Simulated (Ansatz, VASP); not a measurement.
**CdSe in VASP and in Ansatz**

```
Cd Se
1.0
     4.33972    0.00000    0.00000
    -2.16986    3.75831    0.00000
     0.00000    0.00000    7.08333
Cd Se
2 2
Direct
  0.33333 0.66667 0.99972
  0.66667 0.33333 0.49972
  0.33333 0.66667 0.37528
  0.66667 0.33333 0.87528
```

Alike in both runs: task single point; functional PBE; k mesh 6 × 6 × 4; no spin polarisation.

|  | VASP | Ansatz |
| --- | --- | --- |
| version | VASP 6.6.1 | Ansatz 0.2.0 |
| potentials or method | VASP PAW PBE potentials, release 64 (Cd, Se) | plane waves, PAW |
| plane-wave cutoff (eV) | 520 | 420 |
| occupations | gaussian, width 0.01 eV | fixed |
| valence electrons in the cell | 36 | 72 |

|  | VASP | Ansatz | Ansatz less VASP |
| --- | --- | --- | --- |
| gap on the k mesh at the Fermi level (eV) | 0.61 | 0.61 | +0.001 |
| pressure (GPa) | 1.7 | 1.4 | -0.28 |

VASP's potentials hold 36 valence electrons a cell and Ansatz's 72, so a difference there can come from the potentials and not from the codes.
